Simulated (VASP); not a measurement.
# Si2Mo (I4/mmm) in VASP: a series of runs, part 2 of 2

VASP 6.6.1. The steps go on from the part before.

### 3 Single point, PBE

This run uses another cell than the first one, of 13.42 Å³/atom, 1.020 times its volume.

Contents of INCAR:

```
SYSTEM = Si2Mo
PREC = Accurate ; ENCUT = 520
EDIFF = 1E-6 ; ISMEAR = -1
SIGMA = 0.1 ; LREAL = .False.
LASPH = .True. ; NELM = 100
ALGO = Normal ; ISIF = 2
LWAVE = .False. ; LCHARG = .False.
GGA = PE ; NBANDS = 18
```

Contents of KPOINTS:

```
regular mesh
0
Gamma
  13 13 13
  0 0 0
```

Contents of POSCAR:

```
Si2Mo
1.0
   -1.6000000000      1.6000000000      3.9305000000
    1.6000000000     -1.6000000000      3.9305000000
    1.6000000000      1.6000000000     -3.9305000000
Si Mo
2 1
Direct
    0.3330000000      0.3330000000      0.0000000000
    0.6670000000      0.6670000000      0.0000000000
    0.0000000000      0.0000000000      0.0000000000
```

Potentials or basis: VASP PAW PBE potentials, release 64 (Si, Mo_sv).

Command:

```bash
$ cat potpaw_PBE.64/Si/POTCAR potpaw_PBE.64/Mo_sv/POTCAR > POTCAR
$ mpirun -np 1 vasp_std > vasp.out
```

OUTCAR:

```text
SYSTEM = Si2Mo
   PREC = Accurate
   ENCUT = 520
   EDIFF = 1E-6
   ISMEAR = -1
   LREAL = .False.
   LASPH = .True.
   NELM = 100
   ISIF = 2
   GGA = PE

 ion  position               nearest neighbor table
   1  0.333  0.333  0.000-   2 2.61   2 2.61   2 2.61   2 2.61   3 2.62   3 2.62   3 2.62   3 2.62
                             3 2.62   2 2.63
   2  0.667  0.667  0.000-   1 2.61   1 2.61   1 2.61   1 2.61   3 2.62   3 2.62   3 2.62   3 2.62
                             3 2.62   1 2.63
   3  0.000  0.000  0.000-   2 2.62   1 2.62   2 2.62   1 2.62   2 2.62   1 2.62   1 2.62   2 2.62
                             1 2.62   2 2.62

  LATTYP: Found a body centered tetragonal cell.
 ALAT       =     3.2000000000
 C/A-ratio  =     2.4565625000

  Lattice vectors:

 A1 = (  -1.6000000000,   1.6000000000,   3.9305000000)
 A2 = (   1.6000000000,  -1.6000000000,   3.9305000000)
 A3 = (   1.6000000000,   1.6000000000,  -3.9305000000)

Analysis of symmetry for initial positions (statically):
=====================================================================
 Subroutine PRICEL returns:
 Original cell was already a primitive cell.

 Routine SETGRP: Setting up the symmetry group for a
 body centered tetragonal supercell.

 Subroutine GETGRP returns: Found 16 space group operations
 (whereof 16 operations were pure point group operations)
 out of a pool of 16 trial point group operations.

The static configuration has the point symmetry D_4h.

Analysis of symmetry for dynamics (positions and initial velocities):
=====================================================================
 Subroutine PRICEL returns:
 Original cell was already a primitive cell.

 Routine SETGRP: Setting up the symmetry group for a
 body centered tetragonal supercell.

 Subroutine GETGRP returns: Found 16 space group operations
 (whereof 16 operations were pure point group operations)
 out of a pool of 16 trial point group operations.

The dynamic configuration has the point symmetry D_4h.

 Subroutine INISYM returns: Found 16 space group operations
 (whereof 16 operations are pure point group operations),
 and found     1 'primitive' translations

----------------------------------------------------------------------------------------

                                     Primitive cell

  volume of cell :      40.2483

  direct lattice vectors                    reciprocal lattice vectors
    -1.600000000  1.600000000  3.930500000     0.000000000  0.312500000  0.127210279
     1.600000000 -1.600000000  3.930500000     0.312500000  0.000000000  0.127210279
     1.600000000  1.600000000 -3.930500000     0.312500000  0.312500000  0.000000000

  length of vectors
     4.535287229  4.535287229  4.535287229     0.337399918  0.337399918  0.441941738

  position of ions in fractional coordinates (direct lattice)
     0.333000000  0.333000000  0.000000000
     0.667000000  0.667000000  0.000000000
     0.000000000  0.000000000  0.000000000

  ion indices of the primitive-cell ions
   primitive index   ion index
                 1           1
                 2           2
                 3           3

----------------------------------------------------------------------------------------

 KPOINTS: regular mesh

Automatic generation of k-mesh.
 Grid dimensions read from file:
 generate k-points for:   13   13   13

 Generating k-lattice:

  Cartesian coordinates                     Fractional coordinates (reciprocal lattice)
     0.000000000  0.024038462  0.009785406     0.076923077  0.000000000  0.000000000
     0.024038462  0.000000000  0.009785406     0.000000000  0.076923077  0.000000000
     0.024038462  0.024038462  0.000000000     0.000000000  0.000000000  0.076923077

  Length of vectors
     0.025953840  0.025953840  0.033995518

  Shift w.r.t. Gamma in fractional coordinates (k-lattice)
     0.000000000  0.000000000  0.000000000

 Subroutine IBZKPT returns following result:
 ===========================================

 Found    196 irreducible k-points:

 Following reciprocal coordinates:
            Coordinates               Weight
  0.000000  0.000000  0.000000      1.000000
  0.076923 -0.000000  0.000000      8.000000
  0.153846  0.000000 -0.000000      8.000000
  0.230769 -0.000000  0.000000      8.000000
  0.307692  0.000000 -0.000000      8.000000
  0.384615  0.000000 -0.000000      8.000000
[... 16 lines left out ...]
  0.384615  0.153846  0.000000     16.000000
  0.461538  0.153846  0.000000     16.000000
 [... further k-points ...]
   k-points           NKPTS =    196   k-points in BZ     NKDIM =    196   number of bands    NBANDS=     18
   number of dos      NEDOS =    301   number of ions     NIONS =      3
   total plane-waves  NPLWV =  46656
   dimension x,y,z NGX =    36 NGY =   36 NGZ =   36
   dimension x,y,z NGXF=    72 NGYF=   72 NGZF=   72
   ions per type =               2   1
   NGX,Y,Z   is equivalent  to a cutoff of  13.20, 13.20, 13.20 a.u.
   NGXF,Y,Z  is equivalent  to a cutoff of  26.39, 26.39, 26.39 a.u.
 SYSTEM =  Si2Mo
   PREC   = accura    normal or accurate (medium, high low for compatibility)
   ISTART =      0    job   : 0-new  1-cont  2-samecut
   ICHARG =      2    charge: 1-file 2-atom 10-const
   ISPIN  =      1    spin polarized calculation?
   LNONCOLLINEAR =      F non collinear calculations
   LSORBIT =      F    spin-orbit coupling
   LASPH  =      T    aspherical Exc in radial PAW
   ENCUT  =  520.0 eV  38.22 Ry    6.18 a.u.   8.43  8.43  8.43*2*pi/ulx,y,z
   NELM   =    100;   NELMIN=  2; NELMDL= -5     # of ELM steps
   EDIFF  = 0.1E-05   stopping-criterion for ELM
   LREAL  =      F    real-space projection
   EDIFFG = 0.1E-04   stopping-criterion for IOM
   NSW    =      0    number of steps for IOM
   IBRION =     -1    ionic relax: 0-MD 1-quasi-New 2-CG
   NFREE  =      0    steps in history (QN), initial steepest desc. (CG)
   ISIF   =      2    stress and relaxation
   ISYM   =      2    0-nonsym 1-usesym 2-fastsym
   POTIM  = 0.5000    time-step for ionic-motion
   TEBEG  =    0.0;   TEEND  =   0.0 temperature during run
   PSTRESS=    0.0 pullay stress
   NELECT =      22.0000    total number of electrons
   NUPDOWN=      -1.0000    fix difference up-down
   EMIN   =  10.00;   EMAX   =-10.00  energy-range for DOS
   EFERMI =   0.00;   METHOD = LEGACY
   ISMEAR =    -1;   SIGMA  =   0.10  broadening in eV -4-tet -1-fermi 0-gaus
   EFERMI_NEDOS =   21; number of points for ismear=-14 and -15
   IALGO  =     38    algorithm
   IMIX   =      4    mixing-type and parameters
     AMIX     =   0.40;   BMIX     =  1.00
     AMIX_MAG =   1.60;   BMIX_MAG =  1.00
  volume/ion in A,a.u.               =      13.42        90.54
  Fermi-wavevector in a.u.,A,eV,Ry     =   1.338546  2.529484 24.377614  1.791704
  Thomas-Fermi vector in A             =   2.467007
   LORBIT       =      0    0 simple, 1 ext, 2 COOP (PROOUT), +10 PAW based schemes
   GGA     = PE    functional components
[... 5 lines left out ...]
 non-spin polarized calculation
  energy-cutoff  :      520.00
  volume of cell :       40.25
 maximum number of plane-waves:      1104
 NGX is ok and might be reduce to    36
   NGX = 17   NGY = 17   NGZ = 17

 number of electron      22.0000000 magnetization

 Free energy of the ion-electron system (eV)
  ---------------------------------------------------
  ext. energy  EPLUGINS =         0.00000000
  ---------------------------------------------------
  free energy    TOTEN  =       -23.25712831 eV

  energy without entropy =      -23.24642905  energy(sigma->0) =      -23.25177868

 E-fermi :  12.2618     XC(G=0): -12.4280

 val. band max:       12.1437774758   @ k =  -0.3846   0.4615   0.3846
 cond. band min:      12.3132527526   @ k =  -0.3077  -0.3846   0.3077
 fundamental gap:      0.1694752768
 Fermi energy:        12.2618073459

 k-point     1 :       0.0000    0.0000    0.0000
  band No.  band energies     occupation
      1     -48.4678      2.00000
      2     -22.6312      2.00000
      3     -22.5329      2.00000
      4     -22.5329      2.00000
      5      -1.1899      2.00000
      6       5.9295      2.00000
[... 10 lines left out ...]
     17      17.2933      0.00000
     18      17.2933      0.00000
[... 466 lines left out ...]
      2     -22.7759      2.00000
      3     -22.6062      2.00000
      4     -22.5618      2.00000
      5       2.6818      2.00000
      6       3.1953      2.00000
[... 10 lines left out ...]
     17      19.7798      0.00000
     18      21.2130      0.00000

 [... further k-points ...]

------------------------ aborting loop because EDIFF is reached ----------------------------------------

  FORCE on cell =-STRESS in cart. coord.  units (eV):
  Direction    XX          YY          ZZ          XY          YZ          ZX
  --------------------------------------------------------------------------------------
  -------------------------------------------------------------------------------------
  Total        0.7070362      0.7070362      0.4241685      0.0000000      0.0000000      0.0000000
  in kB       28.1452100     28.1452100     16.8850077      0.0000000      0.0000000      0.0000000
  external PRESSURE =      24.3918092 kB  Pullay stress =       0.0000000 kB

 VOLUME and BASIS-vectors are now :
 -----------------------------------------------------------------------------
  energy-cutoff  :      520.00
  volume of cell :       40.25
      direct lattice vectors                 reciprocal lattice vectors
    -1.600000000  1.600000000  3.930500000     0.000000000  0.312500000  0.127210279
     1.600000000 -1.600000000  3.930500000     0.312500000  0.000000000  0.127210279
     1.600000000  1.600000000 -3.930500000     0.312500000  0.312500000  0.000000000

 POSITION                                       TOTAL-FORCE (eV/Angst)
 -----------------------------------------------------------------------------------
      0.00000      0.00000      2.61771         0.000000      0.000000      0.272337
      0.00000      0.00000      5.24329        -0.000000     -0.000000     -0.272337
      0.00000      0.00000      0.00000        -0.000000     -0.000000     -0.000000
 -----------------------------------------------------------------------------------
    total drift:                                0.000000      0.000000     -0.000000

  FREE ENERGIE OF THE ION-ELECTRON SYSTEM (eV)
  ---------------------------------------------------
  free  energy   TOTEN  =       -23.2571283114 eV

  energy  without entropy=      -23.2464290507  energy(sigma->0) =      -23.25177868
```

stdout:

```text
POSCAR found type information on POSCAR SiMo
 POSCAR found :  2 types and       3 ions
 scaLAPACK will be used
 LDA part: xc-table for (Slater+PW92), standard interpolation
 POSCAR, INCAR and KPOINTS ok, starting setup
 FFT: planning ... GRIDC
 FFT: planning ... GRID_SOFT
 FFT: planning ... GRID
 WAVECAR not read
 entering main loop
```

It took 88 s on 1 thread of AMD EPYC 9R45 (Zen 5), shared host; peak memory 0.26 GiB.

What came out:

```
Free energy            : -23.2571 eV
Pressure               : 2.4 GPa
Largest force          : 0.272 eV/Å
Band gap on the k mesh : zero (band 11 reaches 12.77 eV, above the bottom of band 12 at 11.81 eV)
```

Forces in eV/Å, atoms in the order of the input:
```
Si   0.000  0.000  0.272
Si   0.000  0.000 -0.272
Mo   0.000  0.000  0.000
```
